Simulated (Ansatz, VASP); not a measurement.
# SiC: VASP beside Ansatz

```
Si C
1.0
     3.09194    0.00000    0.00000
    -1.54597    2.67770    0.00000
     0.00000    0.00000    7.61144
Si C
3 3
Direct
  0.00000 0.00000 0.00000
  0.33333 0.66667 0.33333
  0.66667 0.33333 0.66667
  0.00000 0.00000 0.25000
  0.33333 0.66667 0.58333
  0.66667 0.33333 0.91667
```

Alike in both runs: task relaxation of cell and atoms; functional PBE; k mesh 12 × 12 × 4; occupations gaussian, width 0.02 eV; no spin polarisation.

|  | VASP | Ansatz |
| --- | --- | --- |
| version | VASP 6.6.1 | Ansatz 0.2.0 |
| potentials or method | VASP PAW PBE potentials, release 64 (Si, C), cutoff 600 eV | scalar-relativistic, plane waves, PAW |
| valence electrons in the cell | 24 | 24 |

VASP gave:

* gap on the k mesh at the Fermi level, each at its own relaxed structure (eV): 1.37
* relaxed volume (Å³/atom): 10.49
* relaxed cell length with the largest relative difference (Å): 7.583

Problem. Estimate Ansatz's values.

Solution. gap on the k mesh at the Fermi level, each at its own relaxed structure (eV): 1.37; relaxed volume (Å³/atom): 10.50; relaxed cell length with the largest relative difference (Å): 7.586.
